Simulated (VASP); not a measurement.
# Sn (P6_3/mmc) in VASP: a series of runs, part 2 of 2

VASP 6.6.1.

## Step 4: Relaxation of cell and atoms, PBE, target pressure 4.4 GPa, at which the enthalpy is minimised

This run uses another cell than the first one, of 25.53 Å³/atom.

INCAR reads:

```
PREC = Accurate
ENCUT = 600
EDIFF = 1E-7
ISMEAR = -1
SIGMA = 0.1
LREAL = False
LASPH = True
NELM = 60
ALGO = Normal
ISIF = 3
LWAVE = False
LCHARG = False
GGA = PE
IBRION = 2
NSW = 60
EDIFFG = -0.005
PSTRESS = 44.0
```

KPOINTS reads:

```
Automatic mesh
0
Gamma
  13 13 7
```

POSCAR reads:

```
Sn
1.0
    3.3138990277      0.0000000000      0.0000000000
   -1.6569495138      2.8699207436      0.0000000000
    0.0000000000      0.0000000000      5.3685164248
Sn
2
Direct
    0.3333333333      0.6666666667      0.2500000000
    0.6666666667      0.3333333333      0.7500000000
```

Potentials or basis: VASP PAW PBE potentials, release 64 (Sn_d).

The run is started by

```bash
> cat potpaw_PBE.64/Sn_d/POTCAR > POTCAR
> mpirun -np 1 vasp_std > vasp.out
```

OUTCAR:

```text
PREC = Accurate
   ENCUT = 600
   EDIFF = 1E-7
   ISMEAR = -1
   LREAL = False
   LASPH = True
   NELM = 60
   ISIF = 3
   GGA = PE
   IBRION = 2
   NSW = 60
   EDIFFG = -0.005
   PSTRESS = 44.0

 ion  position               nearest neighbor table
   1  0.333  0.667  0.250-   2 3.30   2 3.30   2 3.30   2 3.30   2 3.30   2 3.30
   2  0.667  0.333  0.750-   1 3.30   1 3.30   1 3.30   1 3.30   1 3.30   1 3.30

  LATTYP: Found a hexagonal cell.
 ALAT       =     3.3138990277
 C/A-ratio  =     1.6200000000

  Lattice vectors:

 A1 = (   3.3138990277,   0.0000000000,   0.0000000000)
 A2 = (  -1.6569495138,   2.8699207436,   0.0000000000)
 A3 = (   0.0000000000,   0.0000000000,   5.3685164248)

Analysis of symmetry for initial positions (statically):
=====================================================================
 Subroutine PRICEL returns:
 Original cell was already a primitive cell.

 Routine SETGRP: Setting up the symmetry group for a
 hexagonal supercell.

 Subroutine GETGRP returns: Found 24 space group operations
 (whereof 12 operations were pure point group operations)
 out of a pool of 24 trial point group operations.

The static configuration has the point symmetry D_3d.
 The point group associated with its full space group is D_6h.

Analysis of symmetry for dynamics (positions and initial velocities):
=====================================================================
 Subroutine PRICEL returns:
 Original cell was already a primitive cell.

 Routine SETGRP: Setting up the symmetry group for a
 hexagonal supercell.

 Subroutine GETGRP returns: Found 24 space group operations
 (whereof 12 operations were pure point group operations)
 out of a pool of 24 trial point group operations.

The dynamic configuration has the point symmetry D_3d.
 The point group associated with its full space group is D_6h.

 Subroutine INISYM returns: Found 24 space group operations
 (whereof 12 operations are pure point group operations),
 and found     1 'primitive' translations

----------------------------------------------------------------------------------------

                                     Primitive cell

  volume of cell :      51.0580

  direct lattice vectors                    reciprocal lattice vectors
     3.313899028  0.000000000  0.000000000     0.301759345  0.174220839  0.000000000
    -1.656949514  2.869920744  0.000000000     0.000000000  0.348441678  0.000000000
     0.000000000  0.000000000  5.368516425     0.000000000  0.000000000  0.186271201

  length of vectors
     3.313899028  3.313899028  5.368516425     0.348441678  0.348441678  0.186271201

  position of ions in fractional coordinates (direct lattice)
     0.333333333  0.666666667  0.250000000
     0.666666667  0.333333333  0.750000000

  ion indices of the primitive-cell ions
   primitive index   ion index
                 1           1
                 2           2

----------------------------------------------------------------------------------------

 KPOINTS: Automatic mesh

Automatic generation of k-mesh.
 Grid dimensions read from file:
[... 25 lines left out ...]
  0.230769  0.000000  0.000000      6.000000
  0.307692 -0.000000  0.000000      6.000000
  0.384615  0.000000  0.000000      6.000000
[... 16 lines left out ...]
  0.076923 -0.000000  0.142857     12.000000
  0.153846 -0.000000  0.142857     12.000000
 [... further k-points ...]
   k-points           NKPTS =     84   k-points in BZ     NKDIM =     84   number of bands    NBANDS=     18
   number of dos      NEDOS =    301   number of ions     NIONS =      2
   total plane-waves  NPLWV =  37632
   dimension x,y,z NGX =    28 NGY =   28 NGZ =   48
   dimension x,y,z NGXF=    56 NGYF=   56 NGZF=   96
   ions per type =               2
   NGX,Y,Z   is equivalent  to a cutoff of  14.05, 14.05, 14.86 a.u.
   NGXF,Y,Z  is equivalent  to a cutoff of  28.09, 28.09, 29.73 a.u.
 SYSTEM =  unknown system
   PREC   = accura    normal or accurate (medium, high low for compatibility)
   ISTART =      0    job   : 0-new  1-cont  2-samecut
   ICHARG =      2    charge: 1-file 2-atom 10-const
   ISPIN  =      1    spin polarized calculation?
   LNONCOLLINEAR =      F non collinear calculations
   LSORBIT =      F    spin-orbit coupling
   LASPH  =      T    aspherical Exc in radial PAW
   ENCUT  =  600.0 eV  44.10 Ry    6.64 a.u.   6.62  6.62 10.72*2*pi/ulx,y,z
   NELM   =     60;   NELMIN=  2; NELMDL= -5     # of ELM steps
   EDIFF  = 0.1E-06   stopping-criterion for ELM
   LREAL  =      F    real-space projection
   EDIFFG = -.5E-02   stopping-criterion for IOM
   NSW    =     60    number of steps for IOM
   IBRION =      2    ionic relax: 0-MD 1-quasi-New 2-CG
   NFREE  =      1    steps in history (QN), initial steepest desc. (CG)
   ISIF   =      3    stress and relaxation
   ISYM   =      2    0-nonsym 1-usesym 2-fastsym
   POTIM  = 0.5000    time-step for ionic-motion
   TEBEG  =    0.0;   TEEND  =   0.0 temperature during run
   PSTRESS=   44.0 pullay stress
   NELECT =      28.0000    total number of electrons
   NUPDOWN=      -1.0000    fix difference up-down
   EMIN   =  10.00;   EMAX   =-10.00  energy-range for DOS
   EFERMI =   0.00;   METHOD = LEGACY
   ISMEAR =    -1;   SIGMA  =   0.10  broadening in eV -4-tet -1-fermi 0-gaus
   EFERMI_NEDOS =   21; number of points for ismear=-14 and -15
   IALGO  =     38    algorithm
   IMIX   =      4    mixing-type and parameters
     AMIX     =   0.40;   BMIX     =  1.00
     AMIX_MAG =   1.60;   BMIX_MAG =  1.00
  volume/ion in A,a.u.               =      25.53       172.28
  Fermi-wavevector in a.u.,A,eV,Ry     =   1.340005  2.532242 24.430796  1.795613
  Thomas-Fermi vector in A             =   2.468352
   LORBIT       =      0    0 simple, 1 ext, 2 COOP (PROOUT), +10 PAW based schemes
   GGA     = PE    functional components
   LHFCALC =     F    Hartree Fock is set to
   AEXX    =    0.0000 exact exchange contribution
   IVDW    =     0    specifies the selected vdW correction
   LEPSILON=     F    determine dielectric tensor
   LRPA    =     F    only Hartree local field effects (RPA)
 conjugate gradient relaxation of ions
 non-spin polarized calculation
  energy-cutoff  :      600.00
  volume of cell :       51.06
 maximum number of plane-waves:      1737
 NGX is ok and might be reduce to    28
   NGX = 13   NGY = 13   NGZ = 21

--------------------------------------- Ionic step        1  -------------------------------------------

 number of electron      27.9999998 magnetization

 Free energy of the ion-electron system (eV)
  ---------------------------------------------------
  ext. energy  EPLUGINS =         0.00000000
  ---------------------------------------------------
  free energy    TOTEN  =        -7.52061783 eV

  energy without entropy =       -7.48470374  energy(sigma->0) =       -7.50266078

------------------------ aborting loop because EDIFF is reached ----------------------------------------

  FORCE on cell =-STRESS in cart. coord.  units (eV):
  Direction    XX          YY          ZZ          XY          YZ          ZX
  --------------------------------------------------------------------------------------
  -------------------------------------------------------------------------------------
  Total        1.6036060      1.6036060      1.3907538      0.0000000      0.0000000      0.0000000
  in kB       50.3204827     50.3204827     43.6412710      0.0000000      0.0000000      0.0000000
  external PRESSURE =       4.0940788 kB  Pullay stress =      44.0000000 kB
[... 253 lines left out ...]
--------------------------------------- Ionic step        8  -------------------------------------------

 number of electron      27.9999997 magnetization

 Free energy of the ion-electron system (eV)
  ---------------------------------------------------
  ext. energy  EPLUGINS =         0.00000000
  ---------------------------------------------------
  free energy    TOTEN  =        -7.53100626 eV

  energy without entropy =       -7.49642434  energy(sigma->0) =       -7.51371530

 E-fermi :   8.8401     XC(G=0): -10.6342

 val. band max:        8.8114194379   @ k =   0.1538   0.1538   0.0000
 cond. band min:       8.8551931234   @ k =   0.3077   0.1538   0.2857
 fundamental gap:      0.0437736855
 Fermi energy:         8.8401327267

 k-point     1 :       0.0000    0.0000    0.0000
  band No.  band energies     occupation
      1     -12.7704      2.00000
      2     -12.7573      2.00000
      3     -12.7486      2.00000
      4     -12.7486      2.00000
      5     -12.7343      2.00000
      6     -12.7343      2.00000
[... 481 lines left out ...]
      5     -12.7242      2.00000
      6     -12.7059      2.00000
[... 10 lines left out ...]
     17      15.8350      0.00000
     18      16.4858      0.00000

 [... further k-points ...]

------------------------ aborting loop because EDIFF is reached ----------------------------------------

  FORCE on cell =-STRESS in cart. coord.  units (eV):
  Direction    XX          YY          ZZ          XY          YZ          ZX
  --------------------------------------------------------------------------------------
  -------------------------------------------------------------------------------------
  Total        1.4096940      1.4096940      1.4100687      0.0000000      0.0000000      0.0000000
  in kB       43.9644319     43.9644319     43.9761188      0.0000000      0.0000000      0.0000000
  external PRESSURE =      -0.0316725 kB  Pullay stress =      44.0000000 kB
[... 21 lines left out ...]
  energy  without entropy=       -7.4964243437  energy(sigma->0) =       -7.51371530

  enthalpy is  TOTEN    =        -6.1201718198 eV   P V=        1.4108344447

 reached required accuracy - stopping structural energy minimisation
```

OSZICAR:

```text
N       E                     dE             d eps       ncg     rms          rms(c)
DAV:   1     0.209595907818E+03    0.20960E+03   -0.16616E+04  3040   0.275E+03
[... 70 lines left out ...]
DAV:   1    -0.753119564879E+01   -0.12914E-02   -0.43992E-03  3332   0.113E+00    0.739E-02
DAV:   2    -0.753104910862E+01    0.14654E-03   -0.28535E-04  3602   0.299E-01    0.343E-02
DAV:   3    -0.753101085639E+01    0.38252E-04   -0.11614E-04  3940   0.183E-01    0.493E-03
DAV:   4    -0.753100692007E+01    0.39363E-05   -0.64532E-06  3476   0.340E-02    0.152E-03
DAV:   5    -0.753100642348E+01    0.49659E-06   -0.24805E-07  2300   0.703E-03    0.671E-04
DAV:   6    -0.753100622840E+01    0.19507E-06   -0.71770E-08  1540   0.411E-03    0.112E-04
DAV:   7    -0.753100626450E+01   -0.36094E-07   -0.18664E-08  1530   0.202E-03
   8 F= -.61201718E+01 E0= -.61028809E+01  d E =-.615364E-05
```

It took 7.3 min on 1 thread of Intel Xeon 8259CL, shared host; peak memory 0.25 GiB.

Results:

```
Free energy                                                : -7.5310 eV
Relaxed volume                                             : 25.69 Å³/atom
Relaxed cell                                               : a = 3.340 Å, b = 3.340 Å, c = 5.319 Å, α = 90.00°, β = 90.00°, γ = 120.00°
Space group after relaxing (to 0.1 Å)                      : P6_3/mmc (No. 194)
Energy change on relaxing (the run minimises the enthalpy) : -5.2 meV/atom
Ionic steps                                                : 8
Pressure after relaxing                                    : 4.4 GPa
Band gap on the k mesh                                     : zero (bands 14 and 15 overlap by 7.98 eV)
```

Step by step:
```
step  energy change (eV)  largest force (eV/Å)  pressure (GPa)  volume (Å³)
   1              0.0000                0.0000            4.81        51.06
   2             -0.0142                0.0000            4.17        51.54
   3             -0.0133                0.0000            4.21        51.51
   4             -0.0126                0.0000            4.28        51.46
   5             -0.0116                0.0000            4.35        51.42
   6             -0.0114                0.0000            4.34        51.41
   7             -0.0093                0.0000            4.45        51.33
   8             -0.0104                0.0000            4.40        51.37
```

Final structure:
```cif
data_structure
_symmetry_space_group_name_H-M 'P 1'
_symmetry_Int_Tables_number 1
_cell_length_a 3.3397
_cell_length_b 3.3397
_cell_length_c 5.3186
_cell_angle_alpha 90.000
_cell_angle_beta 90.000
_cell_angle_gamma 120.000
_cell_volume 51.37
loop_
_atom_site_label
_atom_site_type_symbol
_atom_site_fract_x
_atom_site_fract_y
_atom_site_fract_z
_atom_site_occupancy
Sn1 Sn 0.33333 0.66667 0.25000 1
Sn2 Sn 0.66667 0.33333 0.75000 1
```

Levels at points of the mesh, in eV from the Fermi level:
```
           k point  band 11  band 12  band 13  band 14  band 15  band 16  band 17  band 18
(0.00, 0.00, 0.00)   -11.56    -6.61    -4.87     5.73     5.73     7.67     7.67     8.83
```

Caveat: the cell is relaxed towards a set pressure, so the run minimises the enthalpy, not the energy; spin-orbit coupling is left out, which moves the levels of the heavy elements.

## Step 5: Overview

| task | cell | k mesh | cutoff (eV) | gap on the mesh (eV) | pressure (GPa) |
| --- | --- | --- | --- | --- | --- |
| single point | a = 3.340, b = 3.340, c = 5.318 Å, angles 90.0, 90.0, 120.0°, 2 atoms, atomic positions A | 13 × 13 × 7 | 520 | none | 4.3 |
| single point | a = 3.303, b = 3.303, c = 10.915 Å, angles 90.0, 90.0, 120.0°, 4 atoms, atomic positions B | 11 × 11 × 3 | 520 | none | 4.4 |
| relaxation of cell and atoms | relaxed to 4.4 GPa from a = 3.314, b = 3.314, c = 5.369 Å, angles 90.0, 90.0, 120.0°, 2 atoms, atomic positions A | 13 × 13 × 7 | 600 | none | 4.4 |

Alike in all rows: level PBE; potentials or basis VASP PAW PBE potentials, release 64 (Sn_d); no spin polarisation; smearing fermi-dirac 0.1 eV.

Caveats: spin-orbit coupling is left out, which moves the levels of the heavy elements; the cell stands under pressure (at least some runs); the cell is relaxed towards a set pressure, so the run minimises the enthalpy, not the energy (at least some runs).

Total energies depend on the potentials used, so only differences within one code and one set of settings carry meaning.
